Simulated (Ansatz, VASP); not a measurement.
# La2SnO5: VASP beside Ansatz

```xyz
16
Lattice="2.1316 -6.0146 0.0000 2.1316 6.0146 0.0000 0.0000 0.0000 11.1940" Properties=species:S:1:pos:R:3 pbc="T T T"
La    2.1316    4.3481    6.4120
La    2.1316    4.3481   10.3790
La    2.1316   -4.3481    0.8150
La    2.1316   -4.3481    4.7820
Sn    2.1316   -3.9863    8.3955
Sn    2.1316    3.9863    2.7985
O     2.1316   -5.4232    6.9337
O     2.1316   -5.4232    9.8573
O     2.1316   -2.6227   10.0751
O     2.1316   -2.6227    6.7159
O     2.1316    5.4232    1.3367
O     2.1316    5.4232    4.2603
O     2.1316    2.6227    1.1189
O     2.1316    2.6227    4.4781
O     2.1316   -2.6270    2.7985
O     2.1316    2.6270    8.3955
```

Alike in both runs: functional PBE; k mesh 3 × 3 × 1; occupations gaussian, width 0.15 eV; no spin polarisation.

Ansatz relaxed the structure, and its values are those at the end. VASP's run is a single point on that final structure, the one shown.

|  | VASP | Ansatz |
| --- | --- | --- |
| version | VASP 6.6.1 | Ansatz 0.2.0 |
| potentials or method | VASP PAW PBE potentials, release 64 (La, Sn_d, O), cutoff 520 eV | scalar-relativistic, plane waves, PAW |
| valence electrons in the cell | 132 | 132 |

|  | VASP | Ansatz | Ansatz less VASP |
| --- | --- | --- | --- |
| gap on the k mesh at the Fermi level (eV) | 2.87 | 2.88 | +0.002 |
| least direct gap on the mesh (eV) | 3.05 | 3.05 | +0.003 |
| pressure (GPa) | 0.0 | 0.0 | +0.04 |
| rms of the force components (eV/Å) | 0.035 | 0.015 | -0.0194 |

The k mesh is coarse, so the values compare programs but aren't converged. Spin-orbit coupling is off throughout.
